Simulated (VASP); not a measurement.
Write the native input for VASP 6.6.1 that does the following.

```yaml
Task: single point
Functional: PBE
Potentials_or_basis: VASP PAW PBE potentials, release 64 (Ca_sv, Ga_d, O)
Cutoff: 520 eV
k_mesh: 4 × 4 × 4
Occupations: gaussian, width 0.1 eV
Spin: no spin polarisation
Dipole_correction: no
Further_INCAR_settings: ALGO = Normal; EDIFF = 1e-07; NBANDS = 32
```

The structure of CaGa2O2 lies in POSCAR:

```
CaGa2O2
1.0
    3.3528071300     -3.3528071300      0.0000000000
    3.3528071300      3.3528071300      0.0000000000
    0.0000000000      0.0000000000      4.7415853100
Ca Ga O
1 2 2
Direct
    0.5000000000      0.5000000000      0.5000000000
    0.5000000000      0.0000000000      0.0000000000
    0.0000000000      0.5000000000      0.0000000000
    0.7500000000      0.7500000000      0.7500000000
    0.2500000000      0.2500000000      0.2500000000
```

These files were run (other wordings do the same):

INCAR

```
SYSTEM = CaGa2O2
PREC = Accurate
ENCUT = 520
EDIFF = 1E-7
ISMEAR = 0
SIGMA = 0.1
LREAL = .FALSE.
LASPH = .TRUE.
NELM = 60
ALGO = Normal
ISIF = 2
LWAVE = .FALSE.
LCHARG = .FALSE.
GGA = PE
NBANDS = 32
```

KPOINTS

```
Automatic mesh
0
G
  4 4 4
  0 0 0
```

Potentials or basis: VASP PAW PBE potentials, release 64 (Ca_sv, Ga_d, O).

The run is started by

```sh
$ cat potpaw_PBE.64/Ca_sv/POTCAR potpaw_PBE.64/Ga_d/POTCAR potpaw_PBE.64/O/POTCAR > POTCAR
$ mpirun -np 1 vasp_std > vasp.out
```

Results of the run:

The pressure is 3.4 GPa, the largest force is 1.986 eV/Å and the band gap on the k mesh is zero (band 24 reaches 2.37 eV, above the bottom of band 25 at 2.08 eV).

Caveat: forces of over 1 eV/Å act on the atoms, so gaps and moduli don't describe the material at rest.

It took 77 s on 1 thread of Intel Xeon 6975P-C (shared host), peak memory 0.25 GiB.
